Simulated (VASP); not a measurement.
Wanted: the native input for a VASP 6.6.1 run.

- Task: single point
- Functional: r2SCAN
- Potentials or basis: VASP PAW PBE potentials, release 64 (As, H)
- Cutoff: 520 eV
- k mesh: 3 × 3 × 3
- Occupations: tetrahedron
- Spin: no spin polarisation
- Dipole correction: no
- Further INCAR settings: LREAL = Auto; ALGO = Normal; EDIFF = 1e-06; NBANDS = 30

Crystal: AsH3.

```
As H
1.0
     6.45030   -0.00125   -0.00050
    -0.00125    6.44372   -0.00026
    -0.00050   -0.00026    6.44363
As H
4 12
Direct
  0.25146 0.25190 0.25074
  0.24998 0.74891 0.74774
  0.75115 0.75476 0.25125
  0.74658 0.25030 0.75001
  0.18291 0.49700 0.00119
  0.99954 0.68399 0.49973
  0.81600 0.49655 0.99797
  0.00170 0.31422 0.49793
  0.99775 0.18511 0.49659
  0.49680 0.00253 0.68396
  0.99760 0.81682 0.50379
  0.50178 0.00226 0.31346
  0.31903 0.49901 0.00059
  0.50329 0.00391 0.18352
  0.68234 0.49903 0.99978
  0.50260 0.99739 0.81944
```

These files were run (other wordings do the same):

POSCAR

```
AsH3
1.0
    6.4503020000     -0.0012460000     -0.0004960000
   -0.0012460000      6.4437210000     -0.0002620000
   -0.0004960000     -0.0002620000      6.4436270000
As H
4 12
Direct
    0.2514630000      0.2518980000      0.2507360000
    0.2499760000      0.7489130000      0.7477420000
    0.7511470000      0.7547640000      0.2512460000
    0.7465790000      0.2503040000      0.7500060000
    0.1829130000      0.4970050000      0.0011930000
    0.9995400000      0.6839940000      0.4997350000
    0.8159980000      0.4965540000      0.9979710000
    0.0016990000      0.3142240000      0.4979270000
    0.9977550000      0.1851060000      0.4965930000
    0.4967980000      0.0025310000      0.6839620000
    0.9975970000      0.8168170000      0.5037910000
    0.5017770000      0.0022560000      0.3134630000
    0.3190300000      0.4990060000      0.0005940000
    0.5032860000      0.0039110000      0.1835250000
    0.6823370000      0.4990280000      0.9997800000
    0.5025950000      0.9973910000      0.8194420000
```

INCAR.step1

```
ALGO = Normal ; EDIFF = 1E-4
ENCUT = 520 ; GGA = PE
ISMEAR = -5 ; LASPH = True
LCHARG = False ; LREAL = Auto
LWAVE = True ; NBANDS = 30
NELM = 100 ; PREC = Accurate
SIGMA = 0.1
```

INCAR.step2

```
ALGO = Normal ; EDIFF = 1E-6
ENCUT = 520 ; ISIF = 2
ISMEAR = -5 ; ISTART = 1
LASPH = True ; LCHARG = False
LMIXTAU = True ; LREAL = Auto
LWAVE = False ; METAGGA = R2SCAN
NBANDS = 30 ; NELM = 100
PREC = Accurate ; SIGMA = 0.1
```

KPOINTS

```
k-points
0
Gamma
  3 3 3
```

Potentials or basis: VASP PAW PBE potentials, release 64 (As, H).

Launch:

```sh
$ cat potpaw_PBE.64/As/POTCAR potpaw_PBE.64/H/POTCAR > POTCAR
$ cp INCAR.step1 INCAR
$ mpirun -np 1 vasp_std > vasp.out
$ cp INCAR.step2 INCAR
$ mpirun -np 1 vasp_std > vasp.out
```

Results of the run:

The pressure is -4.0 GPa. The largest force is 1.524 eV/Å and the band gap on the k mesh is zero (band 16 reaches -0.74 eV, above the bottom of band 17 at -0.87 eV).

Caveat: the PAW data sets were made with another functional, which shifts forces and pressure a little; tetrahedron occupations give inexact forces and stress in metals.

It took 6.8 min on 1 thread of Intel Xeon 6975P-C (shared host), peak memory 0.37 GiB.
